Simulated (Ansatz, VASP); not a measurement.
# One calculation of CdSe, two programs

The input INCAR:

```
PREC = Accurate ; ENCUT = 520
EDIFF = 1E-6 ; ISMEAR = -1
SIGMA = 0.03 ; LREAL = F
LASPH = T ; NELM = 100
ALGO = Normal ; ISIF = 2
LWAVE = F ; LCHARG = T
GGA = PE ; LELF = T
LVHAR = T ; NBANDS = 16
```

KPOINTS

```
regular mesh
0
Gamma
  8 8 8
```

Contents of POSCAR:

```
CdSe
1.0
    0.0000000000      3.0702711986      3.0702711986
    3.0702711986      0.0000000000      3.0702711986
    3.0702711986      3.0702711986      0.0000000000
Cd Se
1 1
Direct
   -0.0081426032      0.0081426032      0.0081426032
    0.2500000000      0.2500000000      0.2500000000
```

Input for Ansatz:

```yaml
crystal:
  lattice:
    - [0.0, 3.0702711986, 3.0702711986]
    - [3.0702711986, 0.0, 3.0702711986]
    - [3.0702711986, 3.0702711986, 0.0]
  atoms:
    - { symbol: Cd, position: [-0.0081426032, 0.0081426032, 0.0081426032] }
    - { symbol: Se, position: [0.25, 0.25, 0.25] }
kpoints:
  mp_grid: { grid: [8, 8, 8] }
scf:
  occupations: { method: fermi_dirac, width: 0.03 }
hamiltonian:
  xc: pbe
  pseudopotentials: { kind: all_electron, lapw: { basis_error: 0.001 } }
output:
  forces: true
  stress: true
  eigenvalues: true
```

Alike in both runs: task single point; functional PBE; k mesh 8 × 8 × 8; occupations fermi-dirac, width 0.03 eV; no spin polarisation.

|  | VASP | Ansatz |
| --- | --- | --- |
| version | VASP 6.6.1 | Ansatz 0.2.0 |
| potentials or method | VASP PAW PBE potentials, release 64 (Cd, Se), cutoff 520 eV | all-electron LAPW, scalar-relativistic |

|  | VASP | Ansatz | Ansatz less VASP |
| --- | --- | --- | --- |
| pressure (GPa) | 1.6 | 1.3 | -0.27 |
| traceless stress, the component that is largest in VASP (GPa) | 0.84 | 0.81 | -0.032 |
| rms of the force components (eV/Å) | 0.133 | 0.130 | -0.0035 |

Atom by atom the forces differ by 0.003 eV/Å (rms over components). Ansatz ran all-electron here, and VASP with PAW potentials.
